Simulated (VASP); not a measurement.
Here is a VASP 6.6.1 calculation.

INCAR

```
SYSTEM = LaB6
  PREC = Accurate
  ENCUT = 520
  EDIFF = 1E-6
  ISMEAR = 0
  SIGMA = 0.05
  LREAL = .False.
  LASPH = .True.
  NELM = 60
  ALGO = Normal
  ISIF = 2
  LWAVE = .False.
  LCHARG = .True.
  GGA = PE
  LELF = .True.
  LVHAR = .True.
  NBANDS = 24
```

KPOINTS

```
Automatic mesh
0
Gamma
  8 8 8
  0 0 0
```

Contents of POSCAR:

```
LaB6
1.0
    4.2497447088      0.0000000000      0.0000000000
    0.0000000000      4.2497447088      0.0000000000
    0.0000000000      0.0000000000      4.2497447088
La B
1 6
Direct
    0.0000000000      0.0000000000      0.0000000000
    0.2008890506      0.5000000000      0.5000000000
    0.7991109494      0.5000000000      0.5000000000
    0.5000000000      0.5000000000      0.2008890506
    0.5000000000      0.5000000000      0.7991109494
    0.5000000000      0.2008890506      0.5000000000
    0.5000000000      0.7991109494      0.5000000000
```

Potentials or basis: VASP PAW PBE potentials, release 64 (La, B).

Run with:

```sh
$ cat potpaw_PBE.64/La/POTCAR potpaw_PBE.64/B/POTCAR > POTCAR
$ mpirun -np 1 vasp_std > vasp.out
```

(1) Estimate the band gap on the k mesh.

(2) What does it give for the pressure?

(3) Predict the largest force.

## Answers

(1) zero (an odd number of electrons rules out a gap without spin polarisation).

(2) -10.5 GPa.

(3) 0.014 eV/Å.

Caveat: the cell stands under tension; spin-orbit coupling is left out, which moves the levels of the heavy elements.
